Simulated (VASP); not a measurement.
# Be17S16 (a cell with a defect) in VASP: relaxation of the atoms with PBE

Aim: the relaxation of the atoms of Be17S16 (a cell with a defect) with PBE.

Everything below comes from runs of VASP 6.6.1. Logs are shortened: lines on timing, memory, paths and dates and some standing lists are left out, and cuts for length are marked.

## Step 1: The cell of the first run

The cell holds a defect, 33 atoms: a = 8.446 Å, b = 8.446 Å, c = 8.446 Å, α = 109.47°, β = 109.47°, γ = 109.47°.

## Step 2: Relaxation of the atoms, PBE (with an interstitial atom)

INCAR reads:

```
SYSTEM = Be17S16
PREC     = Accurate       ! precision mode
ENCUT    = 520            ! plane-wave cutoff, eV
EDIFF    = 1E-6           ! SCF threshold, eV
ISMEAR   = 0              ! smearing method
SIGMA    = 0.01           ! smearing width, eV
LREAL    = Auto         
LASPH    = .TRUE.         ! aspherical terms in the spheres
NELM     = 80             ! most SCF steps
ALGO     = Normal         ! electronic algorithm
ISIF     = 2              ! what is computed and relaxed
LWAVE    = .FALSE.        ! write WAVECAR
LCHARG   = .FALSE.        ! write CHGCAR
GGA      = PE             ! functional
IBRION   = 2              ! ionic algorithm
NSW      = 65             ! ionic steps
EDIFFG   = -0.025         ! ionic threshold
```

KPOINTS reads:

```
Automatic mesh
0
Gamma
  2 2 2
  0.5 0.5 0.5
```

POSCAR reads:

```
Be17S16
1.0
    4.8761188970      4.8761188970      4.8761188970
   -4.8761188970     -4.8761188970      4.8761188970
    4.8761188970     -4.8761188970     -4.8761188970
Be S
17 16
Direct
    0.7500000000      0.2500000000      0.0000000000
    0.0000000000      0.0000000000      0.0000000000
    0.7500000000      0.5000000000      0.7500000000
    0.0000000000      0.2500000000      0.7500000000
    0.2500000000      0.0000000000      0.7500000000
    0.2500000000      0.7500000000      0.0000000000
    0.5000000000      0.5000000000      0.0000000000
    0.7500000000      0.0000000000      0.2500000000
    0.7500000000      0.7500000000      0.5000000000
    0.0000000000      0.5000000000      0.5000000000
    0.2500000000      0.2500000000      0.5000000000
    0.5000000000      0.0000000000      0.5000000000
    0.5000000000      0.7500000000      0.7500000000
    0.0000000000      0.7500000000      0.2500000000
    0.2500000000      0.5000000000      0.2500000000
    0.5000000000      0.2500000000      0.2500000000
    0.2500000000      0.0000000000      0.0000000000
    0.7500000000      0.2500000000      0.7500000000
    0.0000000000      0.0000000000      0.7500000000
    0.7500000000      0.5000000000      0.5000000000
    0.0000000000      0.2500000000      0.5000000000
    0.2500000000      0.0000000000      0.5000000000
    0.2500000000      0.7500000000      0.7500000000
    0.5000000000      0.5000000000      0.7500000000
    0.7500000000      0.0000000000      0.0000000000
    0.7500000000      0.7500000000      0.2500000000
    0.0000000000      0.5000000000      0.2500000000
    0.2500000000      0.2500000000      0.2500000000
    0.5000000000      0.0000000000      0.2500000000
    0.5000000000      0.7500000000      0.5000000000
    0.0000000000      0.7500000000      0.0000000000
    0.2500000000      0.5000000000      0.0000000000
    0.5000000000      0.2500000000      0.0000000000
```

Potentials or basis: VASP PAW PBE potentials, release 64 (Be, S).

Run with:

```sh
$ cat potpaw_PBE.64/Be/POTCAR potpaw_PBE.64/S/POTCAR > POTCAR
$ mpirun -np 1 vasp_std > vasp.out
```

OUTCAR:

```text
SYSTEM = Be17S16
   PREC = Accurate
   ENCUT = 520
   EDIFF = 1E-6
   ISMEAR = 0
   LREAL = Auto
   LASPH = .TRUE.
   NELM = 80
   ISIF = 2
   GGA = PE
   IBRION = 2
   NSW = 65
   EDIFFG = -0.025

 ion  position               nearest neighbor table
   1  0.750  0.250  0.000-  18 2.11  25 2.11  27 2.11  33 2.11
   2  0.000  0.000  0.000-  17 2.11  19 2.11  25 2.11  28 2.11  31 2.11
   3  0.750  0.500  0.750-  18 2.11  20 2.11  24 2.11  31 2.11
   4  0.000  0.250  0.750-  18 2.11  19 2.11  21 2.11  32 2.11
   5  0.250  0.000  0.750-  17 2.11  19 2.11  22 2.11  23 2.11  33 2.11
   6  0.250  0.750  0.000-  17 2.11  23 2.11  29 2.11  31 2.11  32 2.11
   7  0.500  0.500  0.000-  24 2.11  26 2.11  32 2.11  33 2.11
   8  0.750  0.000  0.250-  21 2.11  25 2.11  26 2.11  29 2.11
   9  0.750  0.750  0.500-  19 2.11  20 2.11  26 2.11  30 2.11
  10  0.000  0.500  0.500-  20 2.11  21 2.11  23 2.11  27 2.11
  11  0.250  0.250  0.500-  21 2.11  22 2.11  24 2.11  28 2.11
  12  0.500  0.000  0.500-  18 2.11  22 2.11  29 2.11  30 2.11
  13  0.500  0.750  0.750-  23 2.11  24 2.11  25 2.11  30 2.11
  14  0.000  0.750  0.250-  22 2.11  26 2.11  27 2.11  31 2.11
  15  0.250  0.500  0.250-  27 2.11  28 2.11  30 2.11  32 2.11
  16  0.500  0.250  0.250-  17 2.11  20 2.11  28 2.11  29 2.11  33 2.11
  17  0.250  0.000  0.000-   2 2.11   5 2.11   6 2.11  16 2.11  19 2.44  23 2.44  28 2.44  29 2.44
                            31 2.44  33 2.44
  18  0.750  0.250  0.750-   1 2.11   3 2.11   4 2.11  12 2.11
  19  0.000  0.000  0.750-   2 2.11   4 2.11   5 2.11   9 2.11  17 2.44
  20  0.750  0.500  0.500-   3 2.11   9 2.11  10 2.11  16 2.11
  21  0.000  0.250  0.500-   4 2.11   8 2.11  10 2.11  11 2.11
  22  0.250  0.000  0.500-   5 2.11  11 2.11  12 2.11  14 2.11
  23  0.250  0.750  0.750-   5 2.11   6 2.11  10 2.11  13 2.11  17 2.44
  24  0.500  0.500  0.750-   3 2.11   7 2.11  11 2.11  13 2.11
  25  0.750  0.000  0.000-   1 2.11   2 2.11   8 2.11  13 2.11
  26  0.750  0.750  0.250-   7 2.11   8 2.11   9 2.11  14 2.11
  27  0.000  0.500  0.250-   1 2.11  10 2.11  14 2.11  15 2.11
  28  0.250  0.250  0.250-   2 2.11  11 2.11  15 2.11  16 2.11  17 2.44
  29  0.500  0.000  0.250-   6 2.11   8 2.11  12 2.11  16 2.11  17 2.44
  30  0.500  0.750  0.500-   9 2.11  12 2.11  13 2.11  15 2.11
  31  0.000  0.750  0.000-   2 2.11   3 2.11   6 2.11  14 2.11  17 2.44
  32  0.250  0.500  0.000-   4 2.11   6 2.11   7 2.11  15 2.11
  33  0.500  0.250  0.000-   1 2.11   5 2.11   7 2.11  16 2.11  17 2.44

  LATTYP: Found a body centered cubic cell.
 ALAT       =     9.7522377940

  Lattice vectors:

 A1 = (   4.8761188970,   4.8761188970,   4.8761188970)
 A2 = (  -4.8761188970,  -4.8761188970,   4.8761188970)
 A3 = (   4.8761188970,  -4.8761188970,  -4.8761188970)

Analysis of symmetry for initial positions (statically):
=====================================================================
 Subroutine PRICEL returns:
 Original cell was already a primitive cell.

 Routine SETGRP: Setting up the symmetry group for a
 body centered cubic supercell.

 Subroutine GETGRP returns: Found 24 space group operations
 (whereof  6 operations were pure point group operations)
 out of a pool of 48 trial point group operations.

The static configuration has the point symmetry C_3v.
 The point group associated with its full space group is T_d .

Analysis of symmetry for dynamics (positions and initial velocities):
=====================================================================
 Subroutine PRICEL returns:
 Original cell was already a primitive cell.

 Routine SETGRP: Setting up the symmetry group for a
 body centered cubic supercell.

 Subroutine GETGRP returns: Found 24 space group operations
 (whereof  6 operations were pure point group operations)
 out of a pool of 48 trial point group operations.

The dynamic configuration has the point symmetry C_3v.
 The point group associated with its full space group is T_d .

 Subroutine INISYM returns: Found 24 space group operations
 (whereof  6 operations are pure point group operations),
 and found     1 'primitive' translations

----------------------------------------------------------------------------------------

                                     Primitive cell

  volume of cell :     463.7489

  direct lattice vectors                    reciprocal lattice vectors
     4.876118897  4.876118897  4.876118897     0.102540568  0.000000000  0.102540568
    -4.876118897 -4.876118897  4.876118897     0.000000000 -0.102540568  0.102540568
     4.876118897 -4.876118897 -4.876118897     0.102540568 -0.102540568  0.000000000

  length of vectors
     8.445685673  8.445685673  8.445685673     0.145014262  0.145014262  0.145014262

[... 84 lines left out ...]
     0.051270284 -0.051270284  0.000000000     0.000000000  0.000000000  0.500000000

  Length of vectors
     0.072507131  0.072507131  0.072507131

  Shift w.r.t. Gamma in fractional coordinates (k-lattice)
     0.500000000  0.500000000  0.500000000

 Subroutine IBZKPT returns following result:
 ===========================================

 Found      2 irreducible k-points:

 Following reciprocal coordinates:
            Coordinates               Weight
  0.250000  0.250000  0.250000      2.000000
 -0.250000  0.250000  0.250000      6.000000
   k-points           NKPTS =      2   k-points in BZ     NKDIM =      2   number of bands    NBANDS=     82
   number of dos      NEDOS =    301   number of ions     NIONS =     33
   total plane-waves  NPLWV = 262144
   dimension x,y,z NGX =    64 NGY =   64 NGZ =   64
   dimension x,y,z NGXF=   128 NGYF=  128 NGZF=  128
   ions per type =              17  16
   NGX,Y,Z   is equivalent  to a cutoff of  12.60, 12.60, 12.60 a.u.
   NGXF,Y,Z  is equivalent  to a cutoff of  25.20, 25.20, 25.20 a.u.
 SYSTEM =  Be17S16
   PREC   = accura    normal or accurate (medium, high low for compatibility)
   ISTART =      0    job   : 0-new  1-cont  2-samecut
   ICHARG =      2    charge: 1-file 2-atom 10-const
   ISPIN  =      1    spin polarized calculation?
   LNONCOLLINEAR =      F non collinear calculations
   LSORBIT =      F    spin-orbit coupling
   LASPH  =      T    aspherical Exc in radial PAW
   ENCUT  =  520.0 eV  38.22 Ry    6.18 a.u.  15.70 15.70 15.70*2*pi/ulx,y,z
   NELM   =     80;   NELMIN=  2; NELMDL= -5     # of ELM steps
   EDIFF  = 0.1E-05   stopping-criterion for ELM
   LREAL  =      T    real-space projection
   EDIFFG = -.3E-01   stopping-criterion for IOM
   NSW    =     65    number of steps for IOM
   IBRION =      2    ionic relax: 0-MD 1-quasi-New 2-CG
   NFREE  =      1    steps in history (QN), initial steepest desc. (CG)
   ISIF   =      2    stress and relaxation
   ISYM   =      2    0-nonsym 1-usesym 2-fastsym
   POTIM  = 0.5000    time-step for ionic-motion
   TEBEG  =    0.0;   TEEND  =   0.0 temperature during run
   PSTRESS=    0.0 pullay stress
   NELECT =     130.0000    total number of electrons
   NUPDOWN=      -1.0000    fix difference up-down
   EMIN   =  10.00;   EMAX   =-10.00  energy-range for DOS
   EFERMI =   0.00;   METHOD = LEGACY
   ISMEAR =     0;   SIGMA  =   0.01  broadening in eV -4-tet -1-fermi 0-gaus
   EFERMI_NEDOS =   21; number of points for ismear=-14 and -15
   IALGO  =     38    algorithm
   IMIX   =      4    mixing-type and parameters
     AMIX     =   0.40;   BMIX     =  1.00
     AMIX_MAG =   1.60;   BMIX_MAG =  1.00
  volume/ion in A,a.u.               =      14.05        94.83
  Fermi-wavevector in a.u.,A,eV,Ry     =   1.071425  2.024699 15.618821  1.147951
  Thomas-Fermi vector in A             =   2.207165
   LORBIT       =      0    0 simple, 1 ext, 2 COOP (PROOUT), +10 PAW based schemes
   GGA     = PE    functional components
   LHFCALC =     F    Hartree Fock is set to
   AEXX    =    0.0000 exact exchange contribution
   IVDW    =     0    specifies the selected vdW correction
   LEPSILON=     F    determine dielectric tensor
   LRPA    =     F    only Hartree local field effects (RPA)
 conjugate gradient relaxation of ions
 non-spin polarized calculation
 Gauss-broadening in eV      SIGMA  =   0.01
  energy-cutoff  :      520.00
  volume of cell :      463.75
 maximum number of plane-waves:     12532
 NGX is ok and might be reduce to    64
   NGX = 31   NGY = 31   NGZ = 31

--------------------------------------- Ionic step        1  -------------------------------------------

 number of electron     129.9999994 magnetization

 Free energy of the ion-electron system (eV)
  ---------------------------------------------------
  ext. energy  EPLUGINS =         0.00000000
  ---------------------------------------------------
  free energy    TOTEN  =      -158.60274917 eV

  energy without entropy =     -158.60274917  energy(sigma->0) =     -158.60274917

------------------------ aborting loop because EDIFF is reached ----------------------------------------

  FORCE on cell =-STRESS in cart. coord.  units (eV):
  Direction    XX          YY          ZZ          XY          YZ          ZX
  --------------------------------------------------------------------------------------
  -------------------------------------------------------------------------------------
  Total        4.0590871      4.0590871      4.0590871      0.0000000      0.0000000      0.0000000
  in kB       14.0234899     14.0234899     14.0234899      0.0000000      0.0000000      0.0000000
  external PRESSURE =      14.0234899 kB  Pullay stress =       0.0000000 kB
[... 389 lines left out ...]
--------------------------------------- Ionic step        7  -------------------------------------------

 number of electron     129.9999998 magnetization

 Free energy of the ion-electron system (eV)
  ---------------------------------------------------
  ext. energy  EPLUGINS =         0.00000000
  ---------------------------------------------------
  free energy    TOTEN  =      -158.74661024 eV

  energy without entropy =     -158.74661024  energy(sigma->0) =     -158.74661024

 E-fermi :   7.4779     XC(G=0):  -9.7780

 val. band max:        7.4081690386   @ k =   0.2500   0.2500   0.2500
 cond. band min:       8.0487914170   @ k =   0.2500   0.2500   0.2500
 fundamental gap:      0.6406223784
 Fermi energy:         7.4779495290

 k-point     1 :       0.2500    0.2500    0.2500
  band No.  band energies     occupation
      1      -9.0438      2.00000
      2      -8.8242      2.00000
      3      -8.8242      2.00000
      4      -8.8242      2.00000
      5      -7.8381      2.00000
      6      -7.8381      2.00000
[... 69 lines left out ...]
     76       8.9289      0.00000
     77       9.4785      0.00000

 k-point     2 :      -0.2500    0.2500    0.2500
  band No.  band energies     occupation
      1      -9.3142      2.00000
      2      -8.6210      2.00000
      3      -8.4535      2.00000
      4      -8.4535      2.00000
      5      -8.4268      2.00000
      6      -8.0506      2.00000
[... 69 lines left out ...]
     76       9.8616      0.00000
     77       9.9426      0.00000
 [bands above 77 left out]

------------------------ aborting loop because EDIFF is reached ----------------------------------------

  FORCE on cell =-STRESS in cart. coord.  units (eV):
  Direction    XX          YY          ZZ          XY          YZ          ZX
  --------------------------------------------------------------------------------------
  -------------------------------------------------------------------------------------
  Total        3.7380539      3.7380539      3.7380539      0.0000000      0.0000000      0.0000000
  in kB       12.9143721     12.9143721     12.9143721      0.0000000      0.0000000      0.0000000
  external PRESSURE =      12.9143721 kB  Pullay stress =       0.0000000 kB
[... 48 lines left out ...]
  FREE ENERGIE OF THE ION-ELECTRON SYSTEM (eV)
  ---------------------------------------------------
  free  energy   TOTEN  =      -158.7466102363 eV

  energy  without entropy=     -158.7466102363  energy(sigma->0) =     -158.74661024

 reached required accuracy - stopping structural energy minimisation
```

Run time: 12 min. Hardware: 1 thread of Oxide Virtual Turin-like, shared host; peak memory 0.59 GiB.

Results:

* Free energy: -158.7466 eV
* Energy gained by relaxing: 4.4 meV/atom
* Ionic steps: 7
* Pressure after relaxing: 1.3 GPa
* Largest force after relaxing: 0.017 eV/Å
* Band gap on the k mesh: 0.64 eV

Forces on the atoms (eV/Å):
```
Be  -0.009 -0.009 -0.008
Be  -0.010 -0.010 -0.010
Be   0.009 -0.009  0.008
Be   0.008  0.009 -0.009
Be  -0.010  0.010  0.010
Be   0.010  0.010 -0.010
Be   0.009  0.009 -0.008
Be  -0.008 -0.009 -0.009
Be   0.008 -0.009  0.009
Be   0.009 -0.008  0.009
Be  -0.009  0.008  0.009
Be  -0.008  0.009  0.009
Be  -0.009 -0.008 -0.009
Be  -0.009  0.009  0.008
Be   0.009  0.008 -0.009
Be   0.010 -0.010  0.010
Be   0.000  0.000  0.000
S    0.000  0.000  0.000
S    0.010  0.000  0.000
S    0.003 -0.003  0.003
S    0.000  0.000  0.000
S   -0.003  0.003  0.003
S    0.000 -0.010  0.000
S    0.000  0.000  0.000
S   -0.003 -0.003 -0.003
S    0.000  0.000  0.000
S    0.000  0.000  0.000
S    0.000  0.010  0.000
S   -0.010  0.000  0.000
S    0.000  0.000  0.000
S    0.000  0.000  0.010
S    0.003  0.003 -0.003
S    0.000  0.000 -0.010
```

Step by step:
| step | energy change (eV) | largest force (eV/Å) | pressure (GPa) |
| --- | --- | --- | --- |
| 1 | 0.0000 | 0.6015 | 1.40 |
| 2 | -0.0882 | 0.2861 | 1.32 |
| 3 | -0.1268 | 0.2840 | 1.30 |
| 4 | -0.1426 | 0.0583 | 1.29 |
| 5 | -0.1432 | 0.0307 | 1.29 |
| 6 | -0.1432 | 0.0316 | 1.29 |
| 7 | -0.1439 | 0.0168 | 1.29 |

Final structure:
```
Be S
1.0
     4.87612    4.87612    4.87612
    -4.87612   -4.87612    4.87612
     4.87612   -4.87612   -4.87612
Be S
17 16
Cartesian
  2.4354 2.4354 4.9053
  -0.0383 -0.0383 9.7139
  4.8787 -2.4407 2.4089
  7.2850 0.0026 2.4354
  4.8378 -2.3997 -2.3997
  -2.3997 -2.3997 4.8378
  0.0026 0.0026 4.9053
  4.9053 2.4354 2.4354
  2.4089 -2.4407 4.8787
  0.0026 -4.8470 0.0026
  2.4354 -2.4672 0.0026
  0.0291 -4.8735 4.8787
  2.4354 -4.8470 2.4354
  2.4354 0.0026 7.2850
  0.0026 -2.4672 2.4354
  2.4764 -0.0383 2.4764
  1.2190 1.2190 1.2190
  6.0951 -1.2190 1.2190
  8.5026 1.2190 1.2190
  3.6768 -1.2387 3.6768
  1.2190 -3.6571 -1.2190
  3.6374 -1.1994 -1.1994
  1.2190 -6.0646 1.2190
  3.6571 -3.6571 1.2190
  3.6374 3.6374 3.6374
  1.2190 -1.2190 6.0951
  -1.2190 -3.6571 1.2190
  1.2190 -1.2496 1.2190
  3.6876 1.2190 1.2190
  1.2190 -3.6571 3.6571
  1.2190 1.2190 8.5026
  -1.1994 -1.1994 3.6374
  1.2190 1.2190 3.6876
```

Levels at points of the mesh, in eV from the valence-band top:
```tsv
k point	band 62	band 63	band 64	band 65	band 66	band 67	band 68	band 69
(0.25, 0.25, 0.25)	-3.82	-3.82	-3.82	0.00	0.64	0.64	0.64	1.41
```

Caveat: the cell differs from its parent crystal (with an interstitial atom).
